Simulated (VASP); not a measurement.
# ZrS (Fm-3m) in VASP: vibrations by perturbation theory with LDA

Aim: the vibrations by perturbation theory of ZrS with LDA.

Everything below comes from runs of VASP 6.6.1. Logs are shortened: lines on timing, memory, paths and dates and some standing lists are left out, and cuts for length are marked.

## 1. The cell of the first run

It takes space group Fm-3m (No. 225, cubic). The conventional cell has a = 5.136 Å, b = 5.136 Å, c = 5.136 Å, α = 90.00°, β = 90.00°, γ = 90.00°. Within 3.4 Å of Zr (site symmetry m-3m) lie 6 S at 2.57 Å. S (site symmetry m-3m) has 6 Zr at 2.57 Å within 3.4 Å.

## 2. Vibrations by perturbation theory, LDA

Input file INCAR:

```
PREC = Accurate
ENCUT = 520
EDIFF = 1E-8
ISMEAR = -1
SIGMA = 0.15
LREAL = F
LASPH = T
NELM = 100
ALGO = Normal
ISIF = 2
LWAVE = F
LCHARG = F
GGA = CA
NBANDS = 16
IBRION = 8
NSW = 1
```

Input file KPOINTS:

```
regular mesh
0
Gamma
  14 14 14
```

Input file POSCAR:

```
ZrS
1.0
    0.0000000000      2.5682303315      2.5682303315
    2.5682303315      0.0000000000      2.5682303315
    2.5682303315      2.5682303315      0.0000000000
Zr S
1 1
Direct
    0.0000000000      0.0000000000      0.0000000000
    0.5000000000      0.5000000000      0.5000000000
```

Potentials or basis: VASP PAW LDA potentials, release 64 (Zr_sv, S).

Run with:

```bash
$ cat potpaw_LDA.64/Zr_sv/POTCAR potpaw_LDA.64/S/POTCAR > POTCAR
$ mpirun -np 1 vasp_std > vasp.out
```

OUTCAR:

```text
PREC = Accurate
   ENCUT = 520
   EDIFF = 1E-8
   ISMEAR = -1
   LREAL = F
   LASPH = T
   NELM = 100
   ISIF = 2
   GGA = CA
   IBRION = 8
   NSW = 1

 ion  position               nearest neighbor table
   1  0.000  0.000  0.000-   2 2.57   2 2.57   2 2.57   2 2.57   2 2.57   2 2.57
   2  0.500  0.500  0.500-   1 2.57   1 2.57   1 2.57   1 2.57   1 2.57   1 2.57

  LATTYP: Found a face centered cubic cell.
 ALAT       =     5.1364606630

  Lattice vectors:

 A1 = (   0.0000000000,   2.5682303315,   2.5682303315)
 A2 = (   2.5682303315,   0.0000000000,   2.5682303315)
 A3 = (   2.5682303315,   2.5682303315,   0.0000000000)

Analysis of symmetry for initial positions (statically):
=====================================================================
 Subroutine PRICEL returns:
 Original cell was already a primitive cell.

 Routine SETGRP: Setting up the symmetry group for a
 face centered cubic supercell.

 Subroutine GETGRP returns: Found 48 space group operations
 (whereof 48 operations were pure point group operations)
 out of a pool of 48 trial point group operations.

The static configuration has the point symmetry O_h .

Analysis of symmetry for dynamics (positions and initial velocities):
=====================================================================
 Subroutine PRICEL returns:
 Original cell was already a primitive cell.

 Routine SETGRP: Setting up the symmetry group for a
 face centered cubic supercell.

 Subroutine GETGRP returns: Found 48 space group operations
 (whereof 48 operations were pure point group operations)
 out of a pool of 48 trial point group operations.

The dynamic configuration has the point symmetry O_h .

 Subroutine INISYM returns: Found 48 space group operations
 (whereof 48 operations are pure point group operations),
 and found     1 'primitive' translations

----------------------------------------------------------------------------------------

                                     Primitive cell

  volume of cell :      33.8791

  direct lattice vectors                    reciprocal lattice vectors
     0.000000000  2.568230332  2.568230332    -0.194686588  0.194686588  0.194686588
     2.568230332  0.000000000  2.568230332     0.194686588 -0.194686588  0.194686588
     2.568230332  2.568230332  0.000000000     0.194686588  0.194686588 -0.194686588

  length of vectors
     3.632026166  3.632026166  3.632026166     0.337207062  0.337207062  0.337207062

  position of ions in fractional coordinates (direct lattice)
     0.000000000  0.000000000  0.000000000
     0.500000000  0.500000000  0.500000000

  ion indices of the primitive-cell ions
   primitive index   ion index
                 1           1
                 2           2

----------------------------------------------------------------------------------------

 KPOINTS: regular mesh

Automatic generation of k-mesh.
 Grid dimensions read from file:
 generate k-points for:   14   14   14

 Generating k-lattice:

  Cartesian coordinates                     Fractional coordinates (reciprocal lattice)
    -0.013906185  0.013906185  0.013906185     0.071428571  0.000000000  0.000000000
     0.013906185 -0.013906185  0.013906185     0.000000000  0.071428571  0.000000000
     0.013906185  0.013906185 -0.013906185     0.000000000  0.000000000  0.071428571

  Length of vectors
     0.024086219  0.024086219  0.024086219

[... 74 lines left out ...]
  volume/ion in A,a.u.               =      16.94       114.31
  Fermi-wavevector in a.u.,A,eV,Ry     =   1.325933  2.505651 23.920393  1.758099
  Thomas-Fermi vector in A             =   2.455358
   LORBIT       =      0    0 simple, 1 ext, 2 COOP (PROOUT), +10 PAW based schemes
   GGA     = CA    functional components
   LHFCALC =     F    Hartree Fock is set to
   AEXX    =    0.0000 exact exchange contribution
   IVDW    =     0    specifies the selected vdW correction
   LEPSILON=     F    determine dielectric tensor
   LRPA    =     F    only Hartree local field effects (RPA)
 non-spin polarized calculation
  energy-cutoff  :      520.00
  volume of cell :       33.88
 maximum number of plane-waves:       941
   NGX = 13   NGY = 13   NGZ = 13

--------------------------------------- Ionic step        1  -------------------------------------------

 number of electron      17.9999999 magnetization

 Free energy of the ion-electron system (eV)
  ---------------------------------------------------
  ext. energy  EPLUGINS =         0.00000000
  ---------------------------------------------------
  free energy    TOTEN  =       -17.20655100 eV

  energy without entropy =      -17.11295304  energy(sigma->0) =      -17.15975202

 E-fermi :  11.3452     XC(G=0): -11.8486

 val. band max:       11.3412272074   @ k =   0.0714   0.0714   0.0000
 cond. band min:      11.3502233934   @ k =  -0.2857   0.0714   0.0000
 fundamental gap:      0.0089961861
 Fermi energy:        11.3451916606

 k-point     1 :       0.0000    0.0000    0.0000
  band No.  band energies     occupation
      1     -38.1838      2.00000
      2     -16.3035      2.00000
      3     -16.3035      2.00000
      4     -16.3035      2.00000
      5      -4.6768      2.00000
      6       7.8667      2.00000
[... 433 lines left out ...]
      3     -16.3545      2.00000
      4     -16.3469      2.00000
      5      -3.8396      2.00000
      6       4.6903      2.00000
[... 8 lines left out ...]
     15      19.9994      0.00000
     16      20.6965      0.00000

 [... further k-points ...]

------------------------ aborting loop because EDIFF is reached ----------------------------------------

  FORCE on cell =-STRESS in cart. coord.  units (eV):
  Direction    XX          YY          ZZ          XY          YZ          ZX
  --------------------------------------------------------------------------------------
  -------------------------------------------------------------------------------------
  Total        0.0553854      0.0553854      0.0553854      0.0000000     -0.0000000      0.0000000
  in kB        2.6192319      2.6192319      2.6192319      0.0000000     -0.0000000      0.0000000
  external PRESSURE =       2.6192319 kB  Pullay stress =       0.0000000 kB

 VOLUME and BASIS-vectors are now :
 -----------------------------------------------------------------------------
  energy-cutoff  :      520.00
  volume of cell :       33.88
      direct lattice vectors                 reciprocal lattice vectors
     0.000000000  2.568230332  2.568230332    -0.194686588  0.194686588  0.194686588
     2.568230332  0.000000000  2.568230332     0.194686588 -0.194686588  0.194686588
     2.568230332  2.568230332  0.000000000     0.194686588  0.194686588 -0.194686588

 POSITION                                       TOTAL-FORCE (eV/Angst)
 -----------------------------------------------------------------------------------
      0.00000      0.00000      0.00000        -0.000000      0.000000      0.000000
      2.56823      2.56823      2.56823         0.000000     -0.000000     -0.000000
 -----------------------------------------------------------------------------------
    total drift:                                0.000000      0.000000      0.000000

  FREE ENERGIE OF THE ION-ELECTRON SYSTEM (eV)
  ---------------------------------------------------
  free  energy   TOTEN  =       -17.2065510010 eV

  energy  without entropy=      -17.1129530404  energy(sigma->0) =      -17.15975202

[... ionic steps 2 to 3 ...]

--------------------------------------- Ionic step        4  -------------------------------------------

------------------------ aborting loop because EDIFF is reached ----------------------------------------

[... ionic steps 5 to 6 ...]

--------------------------------------- Ionic step        7  -------------------------------------------

 Free energy of the ion-electron system (eV)
  ---------------------------------------------------
  ---------------------------------------------------
  free energy    TOTEN  =        -0.10540937 eV

  energy without entropy =       -0.10540938

------------------------ aborting loop because EDIFF is reached ----------------------------------------

 INTERNAL STRAIN TENSOR  FOR ION    2  DIRECTION 1   (eV/Angst):
 -----------------------------------------------------------------------------
     0.05678 -0.00000 -0.00000
     0.00000 -0.02820 -0.00000
    -0.00000 -0.00000 -0.02820

 INTERNAL STRAIN TENSOR FOR ION    2 for displacements in x,y,z  (eV/Angst):
          X           Y           Z          XY          YZ          ZX
  --------------------------------------------------------------------------------
  x     0.00000     0.00000     0.00000     0.00000     0.00000     0.00000
  y     0.00000     0.00000     0.00000     0.00000     0.00000     0.00000
  z     0.00000     0.00000     0.00000     0.00000     0.00000     0.00000

 SECOND DERIVATIVES (NOT SYMMETRIZED)
 ------------------------------------
               1X          1Y          1Z          2X          2Y          2Z
  1X    -6.490792    0.000000    0.000000    6.490792    0.000000    0.000000
  1Y     0.000000   -6.490792    0.000000    0.000000    6.490792    0.000000
  1Z     0.000000    0.000000   -6.490792    0.000000    0.000000    6.490792
  2X     6.487427    0.000000    0.000000   -6.487427    0.000000    0.000000
  2Y     0.000000    6.487427    0.000000    0.000000   -6.487427    0.000000
  2Z     0.000000    0.000000    6.487427    0.000000    0.000000   -6.487427

 Eigenvectors and eigenvalues of the dynamical matrix
 ----------------------------------------------------

   1 f  =    8.175291 THz    51.366870 2PiTHz  272.698363 cm-1    33.810273 meV
             X         Y         Z           dx          dy          dz
      0.000000  0.000000  0.000000    -0.012891   -0.509921    0.000000
      2.568230  2.568230  2.568230     0.021738    0.859850    0.000000
[... 21 lines left out ...]
   6 f/i=    0.000930 THz     0.005843 2PiTHz    0.031018 cm-1     0.003846 meV
             X         Y         Z           dx          dy          dz
      0.000000  0.000000  0.000000     0.604791   -0.609925    0.045090
      2.568230  2.568230  2.568230     0.358662   -0.361707    0.026740

--------------------------------------------------------------------------------------------------------

 ELASTIC MODULI CONTR FROM IONIC RELAXATION (kBar)
 Direction    XX          YY          ZZ          XY          YZ          ZX
 --------------------------------------------------------------------------------
 XX           0.0000      0.0000      0.0000      0.0000      0.0000      0.0000
 YY           0.0000      0.0000      0.0000      0.0000      0.0000      0.0000
 ZZ           0.0000      0.0000      0.0000      0.0000      0.0000      0.0000
 XY           0.0000      0.0000      0.0000      0.0000      0.0000      0.0000
 YZ           0.0000      0.0000      0.0000      0.0000      0.0000      0.0000
 ZX           0.0000      0.0000      0.0000      0.0000      0.0000      0.0000
 --------------------------------------------------------------------------------
```

It took 19 min on 1 thread of Intel Xeon 8259CL, shared host; peak memory 0.43 GiB.

Results:

```
Highest phonon frequency at Γ, LO-TO splitting left out : 273 cm⁻¹
```

Phonon frequencies in cm⁻¹ (negative: imaginary):
```
              q point        frequencies
(0.000, 0.000, 0.000)  0 0 0 273 273 273
```
